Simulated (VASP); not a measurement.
Input of a VASP 6.6.1 run:

File POSCAR:

```
BeTe
1.0
    0.0000000000      2.7700000000      2.7700000000
    2.7700000000      0.0000000000      2.7700000000
    2.7700000000      2.7700000000      0.0000000000
Te Be
1 1
Direct
    0.7500000000      0.7500000000      0.7500000000
    0.0000000000      0.0000000000      0.0000000000
```

INCAR.step1

```
SYSTEM = BeTe
PREC = Accurate
ENCUT = 520
EDIFF = 1E-5
ISMEAR = -1
SIGMA = 0.05
LREAL = .False.
LASPH = .True.
NELM = 80
ALGO = Normal
ISIF = 2
LWAVE = .True.
LCHARG = .False.
NBANDS = 11
GGA = PE
```

File INCAR.step2:

```
SYSTEM = BeTe
PREC = Accurate
ENCUT = 520
EDIFF = 1E-6
ISMEAR = -1
SIGMA = 0.05
LREAL = .False.
LASPH = .True.
NELM = 80
ALGO = Normal
ISIF = 2
LWAVE = .False.
LCHARG = .False.
GGA = PE
LHFCALC = .True.
HFSCREEN = 0.2079
PRECFOCK = Normal
NBANDS = 11
ISTART = 1
```

File KPOINTS:

```
Automatic mesh
0
Gamma
  4 4 4
  0 0 0
```

Potentials or basis: VASP PAW PBE potentials, release 64 (Te, Be).

Launch:

```sh
$ cat potpaw_PBE.64/Te/POTCAR potpaw_PBE.64/Be/POTCAR > POTCAR
$ cp INCAR.step1 INCAR
$ mpirun -np 1 vasp_std > vasp.out
$ cp INCAR.step2 INCAR
$ mpirun -np 1 vasp_std > vasp.out
```

Problem. What does it give for the pressure?

Solution. 3.6 GPa.

Problem. Predict the band gap on the k mesh.

Solution. 2.52 eV (least direct gap 4.43 eV).

Caveat: the k points lie up to 0.49 Å⁻¹ apart; the PAW data sets were made with another functional, which shifts forces and pressure a little; spin-orbit coupling is left out, which moves the levels of the heavy elements. A k mesh can miss the band edges.
